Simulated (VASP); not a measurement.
# Rh (Fm-3m) in VASP: settings compared, part 4 of 4

VASP 6.6.1. The steps go on from the part before.

### 6 Single point, PBEsol

The input, INCAR:

```
SYSTEM = Rh
PREC     = Accurate       ! precision mode
ENCUT    = 520            ! plane-wave cutoff, eV
EDIFF    = 1E-7           ! SCF threshold, eV
ISMEAR   = 1              ! smearing method
SIGMA    = 0.15           ! smearing width, eV
LREAL    = .FALSE.        ! projectors in reciprocal space
LASPH    = .TRUE.         ! aspherical terms in the spheres
NELM     = 100            ! most SCF steps
ALGO     = Normal         ! electronic algorithm
ISIF     = 2              ! what is computed and relaxed
LWAVE    = .FALSE.        ! write WAVECAR
LCHARG   = .FALSE.        ! write CHGCAR
GGA      = PS             ! functional
NBANDS   = 14             ! bands
```

The input, KPOINTS:

```
Automatic mesh
0
G
  14 14 14
  0 0 0
```

The input, POSCAR:

```
Rh
1.0
    0.0000000000      1.8978500000      1.8978500000
    1.8978500000      0.0000000000      1.8978500000
    1.8978500000      1.8978500000      0.0000000000
Rh
1
Direct
    0.0000000000      0.0000000000      0.0000000000
```

Potentials or basis: VASP PAW PBE potentials, release 64 (Rh_pv).

Run with:

```
$ cat potpaw_PBE.64/Rh_pv/POTCAR > POTCAR
$ mpirun -np 1 vasp_std > vasp.out
```

OUTCAR:

```text
SYSTEM = Rh
   PREC = Accurate
   ENCUT = 520
   EDIFF = 1E-7
   ISMEAR = 1
   LREAL = .FALSE.
   LASPH = .TRUE.
   NELM = 100
   ISIF = 2
   GGA = PS

 ion  position               nearest neighbor table
   1  0.000  0.000  0.000-

  LATTYP: Found a face centered cubic cell.
 ALAT       =     3.7957000000

  Lattice vectors:

 A1 = (   0.0000000000,   1.8978500000,   1.8978500000)
 A2 = (   1.8978500000,   0.0000000000,   1.8978500000)
 A3 = (   1.8978500000,   1.8978500000,   0.0000000000)

Analysis of symmetry for initial positions (statically):
=====================================================================
 Subroutine PRICEL returns:
 Original cell was already a primitive cell.

 Routine SETGRP: Setting up the symmetry group for a
 face centered cubic supercell.

 Subroutine GETGRP returns: Found 48 space group operations
 (whereof 48 operations were pure point group operations)
 out of a pool of 48 trial point group operations.

The static configuration has the point symmetry O_h .

Analysis of symmetry for dynamics (positions and initial velocities):
=====================================================================
 Subroutine PRICEL returns:
 Original cell was already a primitive cell.

 Routine SETGRP: Setting up the symmetry group for a
 face centered cubic supercell.

 Subroutine GETGRP returns: Found 48 space group operations
 (whereof 48 operations were pure point group operations)
 out of a pool of 48 trial point group operations.

The dynamic configuration has the point symmetry O_h .

 Subroutine INISYM returns: Found 48 space group operations
 (whereof 48 operations are pure point group operations),
 and found     1 'primitive' translations

----------------------------------------------------------------------------------------

                                     Primitive cell

  volume of cell :      13.6715

  direct lattice vectors                    reciprocal lattice vectors
     0.000000000  1.897850000  1.897850000    -0.263456016  0.263456016  0.263456016
     1.897850000  0.000000000  1.897850000     0.263456016 -0.263456016  0.263456016
     1.897850000  1.897850000  0.000000000     0.263456016  0.263456016 -0.263456016

  length of vectors
     2.683965209  2.683965209  2.683965209     0.456319205  0.456319205  0.456319205

  position of ions in fractional coordinates (direct lattice)
     0.000000000  0.000000000  0.000000000

  ion indices of the primitive-cell ions
   primitive index   ion index
                 1           1

----------------------------------------------------------------------------------------

 KPOINTS: Automatic mesh

Automatic generation of k-mesh.
 Grid dimensions read from file:
 generate k-points for:   14   14   14

 Generating k-lattice:

  Cartesian coordinates                     Fractional coordinates (reciprocal lattice)
    -0.018818287  0.018818287  0.018818287     0.071428571  0.000000000  0.000000000
     0.018818287 -0.018818287  0.018818287     0.000000000  0.071428571  0.000000000
     0.018818287  0.018818287 -0.018818287     0.000000000  0.000000000  0.071428571

  Length of vectors
     0.032594229  0.032594229  0.032594229

  Shift w.r.t. Gamma in fractional coordinates (k-lattice)
     0.000000000  0.000000000  0.000000000

 Subroutine IBZKPT returns following result:
 ===========================================

 Found    104 irreducible k-points:

 Following reciprocal coordinates:
            Coordinates               Weight
  0.000000  0.000000  0.000000      1.000000
  0.071429  0.000000  0.000000      8.000000
  0.142857  0.000000  0.000000      8.000000
  0.214286  0.000000  0.000000      8.000000
  0.285714  0.000000  0.000000      8.000000
  0.357143  0.000000  0.000000      8.000000
[... 16 lines left out ...]
  0.214286  0.142857  0.000000     24.000000
  0.285714  0.142857  0.000000     24.000000
 [... further k-points ...]
   k-points           NKPTS =    104   k-points in BZ     NKDIM =    104   number of bands    NBANDS=     14
   number of dos      NEDOS =    301   number of ions     NIONS =      1
   total plane-waves  NPLWV =   8000
   dimension x,y,z NGX =    20 NGY =   20 NGZ =   20
   dimension x,y,z NGXF=    40 NGYF=   40 NGZF=   40
   ions per type =               1
   NGX,Y,Z   is equivalent  to a cutoff of  12.39, 12.39, 12.39 a.u.
   NGXF,Y,Z  is equivalent  to a cutoff of  24.78, 24.78, 24.78 a.u.
 SYSTEM =  Rh
   PREC   = accura    normal or accurate (medium, high low for compatibility)
   ISTART =      0    job   : 0-new  1-cont  2-samecut
   ICHARG =      2    charge: 1-file 2-atom 10-const
   ISPIN  =      1    spin polarized calculation?
   LNONCOLLINEAR =      F non collinear calculations
   LSORBIT =      F    spin-orbit coupling
   LASPH  =      T    aspherical Exc in radial PAW
   ENCUT  =  520.0 eV  38.22 Ry    6.18 a.u.   4.99  4.99  4.99*2*pi/ulx,y,z
   NELM   =    100;   NELMIN=  2; NELMDL= -5     # of ELM steps
   EDIFF  = 0.1E-06   stopping-criterion for ELM
   LREAL  =      F    real-space projection
   EDIFFG = 0.1E-05   stopping-criterion for IOM
   NSW    =      0    number of steps for IOM
   IBRION =     -1    ionic relax: 0-MD 1-quasi-New 2-CG
   NFREE  =      0    steps in history (QN), initial steepest desc. (CG)
   ISIF   =      2    stress and relaxation
   ISYM   =      2    0-nonsym 1-usesym 2-fastsym
   POTIM  = 0.5000    time-step for ionic-motion
   TEBEG  =    0.0;   TEEND  =   0.0 temperature during run
   PSTRESS=    0.0 pullay stress
   NELECT =      15.0000    total number of electrons
   NUPDOWN=      -1.0000    fix difference up-down
   EMIN   =  10.00;   EMAX   =-10.00  energy-range for DOS
   EFERMI =   0.00;   METHOD = LEGACY
   ISMEAR =     1;   SIGMA  =   0.15  broadening in eV -4-tet -1-fermi 0-gaus
   EFERMI_NEDOS =   21; number of points for ismear=-14 and -15
   IALGO  =     38    algorithm
   IMIX   =      4    mixing-type and parameters
     AMIX     =   0.40;   BMIX     =  1.00
     AMIX_MAG =   1.60;   BMIX_MAG =  1.00
  volume/ion in A,a.u.               =      13.67        92.26
  Fermi-wavevector in a.u.,A,eV,Ry     =   1.688496  3.190795 38.790465  2.851019
  Thomas-Fermi vector in A             =   2.770792
   LORBIT       =      0    0 simple, 1 ext, 2 COOP (PROOUT), +10 PAW based schemes
   GGA     = PS    functional components
   LHFCALC =     F    Hartree Fock is set to
   AEXX    =    0.0000 exact exchange contribution
   IVDW    =     0    specifies the selected vdW correction
   LEPSILON=     F    determine dielectric tensor
   LRPA    =     F    only Hartree local field effects (RPA)
 non-spin polarized calculation
 Methfessel and Paxton  Order N= 1 SIGMA  =   0.15
  energy-cutoff  :      520.00
  volume of cell :       13.67
 maximum number of plane-waves:       378
   NGX =  9   NGY =  9   NGZ =  9

 number of electron      15.0000007 magnetization

 Free energy of the ion-electron system (eV)
  ---------------------------------------------------
  ext. energy  EPLUGINS =         0.00000000
  ---------------------------------------------------
  free energy    TOTEN  =        -8.13573812 eV

  energy without entropy =       -8.13508382  energy(sigma->0) =       -8.13552002

 E-fermi :  11.8311     XC(G=0): -14.2534

 val. band max:       11.8217102327   @ k =  -0.2857   0.3571   0.0714
 cond. band min:      11.8400149253   @ k =   0.3571   0.0714   0.0000
 fundamental gap:      0.0183046926
 Fermi energy:        11.8310930117

 k-point     1 :       0.0000    0.0000    0.0000
  band No.  band energies     occupation
      1     -34.4776      2.00000
      2     -34.4776      2.00000
      3     -34.4776      2.00000
      4       3.7622      2.00000
      5       8.7410      2.00000
      6       8.7410      2.00000
      7       8.7410      2.00000
      8      10.8722      2.00000
      9      10.8722      2.00000
     10      27.7883      0.00000
     11      32.2268      0.00000
     12      33.2700      0.00000
     13      33.2700      0.00000
     14      33.2700      0.00000
[... 375 lines left out ...]
 k-point    24 :       0.2857    0.1429    0.0000
  band No.  band energies     occupation
      1     -34.8547      2.00000
      2     -34.5821      2.00000
      3     -34.5739      2.00000
      4       6.0418      2.00000
      5       7.7115      2.00000
      6       9.0953      2.00000
      7       9.6619      2.00000
      8      10.9275      2.00000
      9      11.6047      2.05449
     10      27.8141      0.00000
     11      30.2485      0.00000
     12      32.2249      0.00000
     13      32.5143      0.00000
     14      33.7739      0.00000

 [... further k-points ...]
[... 5 lines left out ...]
  --------------------------------------------------------------------------------------
  -------------------------------------------------------------------------------------
  Total       -0.3114313     -0.3114313     -0.3114313      0.0000000      0.0000000      0.0000000
  in kB      -36.4970031    -36.4970031    -36.4970031      0.0000000      0.0000000      0.0000000
  external PRESSURE =     -36.4970031 kB  Pullay stress =       0.0000000 kB

 VOLUME and BASIS-vectors are now :
 -----------------------------------------------------------------------------
  energy-cutoff  :      520.00
  volume of cell :       13.67
      direct lattice vectors                 reciprocal lattice vectors
     0.000000000  1.897850000  1.897850000    -0.263456016  0.263456016  0.263456016
     1.897850000  0.000000000  1.897850000     0.263456016 -0.263456016  0.263456016
     1.897850000  1.897850000  0.000000000     0.263456016  0.263456016 -0.263456016

 POSITION                                       TOTAL-FORCE (eV/Angst)
 -----------------------------------------------------------------------------------
      0.00000      0.00000      0.00000        -0.000000     -0.000000      0.000000
 -----------------------------------------------------------------------------------
    total drift:                                0.000000      0.000000      0.000000

  FREE ENERGIE OF THE ION-ELECTRON SYSTEM (eV)
  ---------------------------------------------------
  free  energy   TOTEN  =        -8.1357381204 eV

  energy  without entropy=       -8.1350838170  energy(sigma->0) =       -8.13552002
```

It took 7.1 s on 1 thread of Intel Xeon 6975P-C (Granite Rapids), shared host; peak memory 0.13 GiB.

What came out:

```yaml
Free_energy: -8.1357 eV
Pressure: -3.6 GPa
```

Levels at points of the mesh, in eV from the Fermi level:
| k point | band 4 | band 5 | band 6 | band 7 | band 8 | band 9 | band 10 | band 11 |
| --- | --- | --- | --- | --- | --- | --- | --- | --- |
| (0.00, 0.00, 0.00) | -8.07 | -3.09 | -3.09 | -3.09 | -0.96 | -0.96 | 15.96 | 20.40 |
| (0.50, 0.00, 0.00) | -6.18 | -3.16 | -3.16 | 0.62 | 0.62 | 0.67 | 8.68 | 15.46 |
| (0.50, 0.50, 0.00) | -6.37 | -6.00 | 0.60 | 1.04 | 1.04 | 3.21 | 12.33 | 13.29 |

Caveat: the PAW data sets were made with another functional, which shifts forces and pressure a little.

### 7 Summary

```csv
level,gap on the mesh (eV),pressure (GPa)
PBE,none,7.5
BLYP,none,22.1
revPBE,none,11.1
RPBE,none,12.5
PBEsol,none,-3.6
```

Alike in all rows: task single point; potentials or basis VASP PAW PBE potentials, release 64 (Rh_pv); no spin polarisation; cell as given; k mesh 14 × 14 × 14; cutoff (eV) 520; smearing methfessel-paxton 0.15 eV.

Every run on the cell as given and a fine mesh finds a metal. The pressure there spans -3.6 GPa (PBEsol) to 22.1 GPa (BLYP); a positive pressure means that this level wants a larger cell, a negative one a smaller.

Caveats: the PAW data sets were made with another functional, which shifts forces and pressure a little (some runs).

Total energies depend on the potentials used, so only differences within one code and one set of settings carry meaning.
